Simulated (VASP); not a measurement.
A run of VASP 6.6.1 is set up as follows.

File INCAR:

```
  ALGO = Normal
  EDIFF = 1E-8
  ENCUT = 520
  GGA = PE
  ISIF = 2
  ISMEAR = -1
  ISPIN = 2
  LASPH = T
  LCHARG = F
  LEFG = T
  LMAXMIX = 4
  LORBIT = 11
  LREAL = F
  LWAVE = F
  MAGMOM = 0 3
  NBANDS = 16
  NELM = 150
  PREC = Accurate
  SIGMA = 0.05
```

Contents of KPOINTS:

```
k-points
0
Gamma
  12 12 12
```

File POSCAR:

```
AlFe
1.0
    2.9320736412      0.0000000000      0.0000000000
    0.0000000000      2.9320736412      0.0000000000
    0.0000000000      0.0000000000      2.8663500000
Al Fe
1 1
Direct
    0.0000000000      0.0000000000      0.0000000000
    0.5000000000      0.5000000000      0.5000000000
```

Potentials or basis: VASP PAW PBE potentials, release 64 (Al, Fe).

Launch:

```bash
$ cat potpaw_PBE.64/Al/POTCAR potpaw_PBE.64/Fe/POTCAR > POTCAR
$ mpirun -np 1 vasp_std > vasp.out
```

(1) Estimate the pressure.

(2) What does it give for the site moments?

(3) Estimate the net moment.

Results:

(1) -5.8 GPa.

(2) Al -0.03; Fe +0.79 μB.

(3) 0.74 μB per cell.

Caveat: the cell stands under tension; without QUAD_EFG the Cq values of the log hold for a quadrupole moment of 1 mb, not for the nuclei.
